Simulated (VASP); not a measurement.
Wanted: the native input for a VASP 6.6.1 run.

```
Task                    : density of states
Functional              : LDA
Potentials or basis     : VASP PAW LDA potentials, release 64 (Cs_sv)
Cutoff                  : 520 eV
k mesh                  : 10 × 10 × 10
Occupations             : fermi-dirac, width 0.1 eV
Spin                    : no spin polarisation
Dipole correction       : no
k mesh for the DOS      : 15 × 15 × 15
Occupations for the DOS : tetrahedron
Further INCAR settings  : ALGO = Normal; EDIFF = 1e-06; NBANDS = 10
```

Cs:

```
CELL_PARAMETERS angstrom
0.00000 3.63371 3.63371
3.63371 0.00000 3.63371
3.63371 3.63371 0.00000
ATOMIC_POSITIONS crystal
Cs 0.00000 0.00000 0.00000
```

The input as run:

POSCAR

```
Cs
1.0
    0.0000000000      3.6337111148      3.6337111148
    3.6337111148      0.0000000000      3.6337111148
    3.6337111148      3.6337111148      0.0000000000
Cs
1
Direct
    0.0000000000      0.0000000000      0.0000000000
```

INCAR.step1

```
SYSTEM = Cs
PREC = Accurate
ENCUT = 520
EDIFF = 1E-6
ISMEAR = -1
SIGMA = 0.1
LREAL = .FALSE.
LASPH = .TRUE.
NELM = 60
ALGO = Normal
ISIF = 2
LWAVE = .FALSE.
LCHARG = .TRUE.
NBANDS = 10
```

KPOINTS.step1

```
regular mesh
0
G
  10 10 10
  0 0 0
```

INCAR.step2

```
SYSTEM = Cs
PREC = Accurate
ENCUT = 520
EDIFF = 1E-6
ISMEAR = -5
SIGMA = 0.1
LREAL = .FALSE.
LASPH = .TRUE.
NELM = 60
ALGO = Normal
ISIF = 2
LWAVE = .FALSE.
LCHARG = .FALSE.
LORBIT = 11
NBANDS = 10
NEDOS = 1001
ICHARG = 11
```

KPOINTS.step2

```
regular mesh
0
G
  15 15 15
  0 0 0
```

Potentials or basis: VASP PAW LDA potentials, release 64 (Cs_sv).

Command:

```sh
$ cat potpaw_LDA.64/Cs_sv/POTCAR > POTCAR
$ cp INCAR.step1 INCAR
$ cp KPOINTS.step1 KPOINTS
$ mpirun -np 1 vasp_std > vasp.out
$ cp INCAR.step2 INCAR
$ cp KPOINTS.step2 KPOINTS
$ mpirun -np 1 vasp_std > vasp.out
```

It gave:

```
Valence electrons inside the program's atomic spheres : Cs 6.53
```

Caveat: spin-orbit coupling is left out, which moves the levels of the heavy elements.

Wall time 70 s on 1 thread of AMD EPYC 7R13 Processor (Zen 3), with other jobs on the host, peak memory 0.22 GiB.
